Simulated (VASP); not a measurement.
Ho: single point with PBE

The system is Ho.

```xyz
1
Lattice="0.0000 2.4985 2.4985 2.4985 0.0000 2.4985 2.4985 2.4985 0.0000" Properties=species:S:1:pos:R:3 pbc="T T T"
Ho    0.0000    0.0000    0.0000
```

This isn't the form of Ho at room conditions, which is hcp.

```json
{
 "Program": "VASP 6.6.1",
 "Task": "single point",
 "Functional": "PBE",
 "Potentials or basis": "VASP PAW PBE potentials, release 64 (Ho)",
 "Cutoff": "520 eV",
 "k mesh": "14 × 14 × 14",
 "Occupations": "gaussian, width 0.05 eV",
 "Spin": "collinear spin, ferromagnetic start",
 "Starting moments": "[4.0] μB",
 "Dipole correction": "no",
 "Further INCAR settings": "ALGO = Normal; EDIFF = 1e-06; NBANDS = 20"
}
```

```yaml
Pressure: 2.4 GPa
Net_moment: 3.58 μB per cell
Site_moments: Ho +3.46 μB
Valence_electrons_inside_the_program's_atomic_spheres: Ho 18.58
```

Levels at points of the mesh, in eV from the Fermi level:
Spin up:
| k point | band 8 | band 9 | band 10 | band 11 | band 12 | band 13 | band 14 | band 15 | band 16 | band 17 |
| --- | --- | --- | --- | --- | --- | --- | --- | --- | --- | --- |
| (0.00, 0.00, 0.00) | -2.85 | -2.23 | -2.14 | -2.14 | -2.14 | 2.31 | 2.31 | 2.31 | 4.80 | 4.80 |
| (0.50, 0.00, 0.00) | -2.21 | -2.13 | -2.08 | -2.04 | -2.04 | 1.00 | 2.13 | 2.13 | 6.58 | 6.58 |
| (0.50, 0.50, 0.00) | -2.10 | -2.05 | -2.05 | -2.04 | -1.76 | -0.74 | 2.59 | 6.66 | 7.09 | 7.09 |
Spin down:
| k point | band 7 | band 8 | band 9 | band 10 | band 11 | band 12 |
| --- | --- | --- | --- | --- | --- | --- |
| (0.00, 0.00, 0.00) | -0.16 | -0.16 | -0.16 | 1.06 | 1.06 | 1.06 |
| (0.50, 0.00, 0.00) | -0.26 | -0.03 | -0.03 | 0.87 | 0.87 | 1.07 |
| (0.50, 0.50, 0.00) | -0.41 | -0.13 | -0.04 | -0.04 | 0.87 | 0.87 |

Run time: 3.4 min on 1 thread of Intel(R) Xeon(R) Platinum 8375C CPU @ 2.90GHz (Ice Lake), with other jobs on the host, peak memory 0.26 GiB.

Caveat: the magnetic or orbital state may not be the lowest; spin-orbit coupling is left out, which moves the levels of the heavy elements; semilocal functionals describe open f shells poorly, which spoils levels, moments and volumes. The state reached can hang on the start; a lower one may exist.
